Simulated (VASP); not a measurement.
Set up this calculation in VASP 6.6.1, as the native input.

```yaml
Task: single point
Functional: PBE
Potentials_or_basis: VASP PAW PBE potentials, release 64 (Pb_d, S)
Cutoff: 520 eV
k_mesh: 6 × 6 × 4
Occupations: gaussian, width 0.1 eV
Spin: no spin polarisation
Dipole_correction: no
Further_INCAR_settings: ALGO = Normal; EDIFF = 1e-06; NBANDS = 28
```

The structure of PbS lies in POSCAR:

```
PbS
1.0
    4.3726264300      0.0000000000      0.0000000000
   -2.1863132100      3.7868055700      0.0000000000
    0.0000000000      0.0000000000      5.2627638700
Pb S
2 2
Direct
    0.3333333300      0.6666666700      0.2500000000
    0.6666666700      0.3333333300      0.7500000000
    0.6666666700      0.3333333300      0.2500000000
    0.3333333300      0.6666666700      0.7500000000
```

One way to write it, as run:

INCAR

```
PREC     = Accurate       # precision mode
ENCUT    = 520            # plane-wave cutoff, eV
EDIFF    = 1E-6           # SCF threshold, eV
ISMEAR   = 0              # smearing method
SIGMA    = 0.1            # smearing width, eV
LREAL    = F              # projectors in reciprocal space
LASPH    = T              # aspherical terms in the spheres
NELM     = 80             # most SCF steps
ALGO     = Normal         # electronic algorithm
ISIF     = 2              # what is computed and relaxed
LWAVE    = F              # write WAVECAR
LCHARG   = F              # write CHGCAR
GGA      = PE             # functional
NBANDS   = 28             # bands
```

KPOINTS

```
Automatic mesh
0
Gamma
  6 6 4
```

Potentials or basis: VASP PAW PBE potentials, release 64 (Pb_d, S).

Run with:

```bash
$ cat potpaw_PBE.64/Pb_d/POTCAR potpaw_PBE.64/S/POTCAR > POTCAR
$ mpirun -np 1 vasp_std > vasp.out
```

It gave:

The pressure is 39.5 GPa. The band gap on the k mesh is zero (band 20 reaches 9.40 eV, above the bottom of band 21 at 9.35 eV).

Caveat: spin-orbit coupling is left out, which moves the levels of the heavy elements.

It took 20 s on 1 thread of Intel(R) Xeon(R) 6975P-C (Granite Rapids), on a shared host, peak memory 0.23 GiB.
